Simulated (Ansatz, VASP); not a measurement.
# One calculation of BN, two programs

File INCAR:

```
SYSTEM = BN
ALGO = Normal ; EDIFF = 1E-6
ENCUT = 520 ; GGA = PS
ISIF = 2 ; ISMEAR = 0
LASPH = .TRUE. ; LCHARG = .FALSE.
LREAL = .FALSE. ; LWAVE = .FALSE.
NBANDS = 16 ; NELM = 100
PREC = Accurate ; SIGMA = 0.05
```

KPOINTS

```
k-points
0
G
  12 12 6
  0 0 0
```

The input POSCAR:

```
BN
1.0
    2.5539396017      0.0000000000      0.0000000000
   -1.2769698009      2.2117765748      0.0000000000
    0.0000000000      0.0000000000      4.2268550000
B N
2 2
Direct
    0.6666666667      0.3333333333      0.9997240000
    0.3333333333      0.6666666667      0.4997240000
    0.7103386106      0.3653034152      0.6489342518
    0.3333333333      0.6666666667      0.1252760000
```

Input for Ansatz:

```yaml
crystal:
  lattice:
    - [2.5539396017, 0.0, 0.0]
    - [-1.2769698009, 2.2117765748, 0.0]
    - [0.0, 0.0, 4.226855]
  atoms:
    - { symbol: B, position: [0.6666666667, 0.3333333333, 0.999724] }
    - { symbol: B, position: [0.3333333333, 0.6666666667, 0.499724] }
    - { symbol: "N", position: [0.7103386106, 0.3653034152, 0.6489342518] }
    - { symbol: "N", position: [0.3333333333, 0.6666666667, 0.125276] }
basis:
  ecutwfc: 650.0
kpoints:
  mp_grid: { grid: [12, 12, 6] }
hamiltonian:
  xc: pbesol
scf:
  occupations: { method: gaussian, width: 0.05 }
output:
  forces: true
  stress: true
  eigenvalues: true
```

Alike in both runs: task single point; functional PBEsol; k mesh 12 × 12 × 6; occupations gaussian, width 0.05 eV; no spin polarisation.

```csv
,VASP,Ansatz
version,VASP 6.6.1,Ansatz 0.2.0
potentials or method,"VASP PAW PBE potentials, release 64 (B, N), cutoff 520 eV","scalar-relativistic, plane waves, PAW"
valence electrons in the cell,16,16
```

Ansatz gave:

* gap on the k mesh at the Fermi level (eV): 3.85
* least direct gap on the mesh (eV): 7.45
* pressure (GPa): -3.2
* traceless stress, the component that is largest in VASP (GPa): -1.77
* rms of the force components (eV/Å): 1.496

Question: What did VASP give for the same quantities?

Answer: gap on the k mesh at the Fermi level (eV): 3.84; least direct gap on the mesh (eV): 7.44; pressure (GPa): -2.6; traceless stress, the component that is largest in VASP (GPa): -1.92; rms of the force components (eV/Å): 1.503.

VASP's potentials were made for PBE, not for PBEsol. Atom by atom the forces differ by 0.008 eV/Å (rms over components). With one functional, cell and mesh, what is left measures potentials, basis and numerics.
